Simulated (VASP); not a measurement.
A run of VASP 6.6.1 is set up as follows.

The input INCAR:

```
  ALGO = Normal
  EDIFF = 1E-6
  ENCUT = 520
  ISIF = 2
  ISMEAR = -1
  LASPH = T
  LCHARG = T
  LELF = T
  LREAL = F
  LVHAR = T
  LWAVE = F
  NBANDS = 16
  NELM = 60
  PREC = Accurate
  SIGMA = 0.03
```

KPOINTS

```
k-points
0
Gamma
  13 13 10
```

Contents of POSCAR:

```
ZrB2
1.0
    3.1649998255      0.0000000000      0.0000000000
   -1.5824999128      2.7409702519      0.0000000000
    0.0000000000      0.0000000000      3.5552000000
Zr B
1 2
Direct
    0.0000000000      0.0000000000      0.0000000000
    0.3333333333      0.6666666667      0.5000000000
    0.6666666667      0.3333333333      0.5000000000
```

Potentials or basis: VASP PAW LDA potentials, release 64 (Zr_sv, B).

Launch:

```bash
$ cat potpaw_LDA.64/Zr_sv/POTCAR potpaw_LDA.64/B/POTCAR > POTCAR
$ mpirun -np 1 vasp_std > vasp.out
```

Question: Predict the band gap on the k mesh.

Answer: Zero (band 9 reaches 10.96 eV, above the bottom of band 10 at 10.10 eV).

Question: Predict the pressure.

Answer: -8.9 GPa.

Stress tensor (GPa, compression positive):
```
 -8.34   0.00   0.00
  0.00  -8.34   0.00
  0.00   0.00 -10.18
```

Caveat: the cell differs from its parent crystal (zz strain of +1 %).
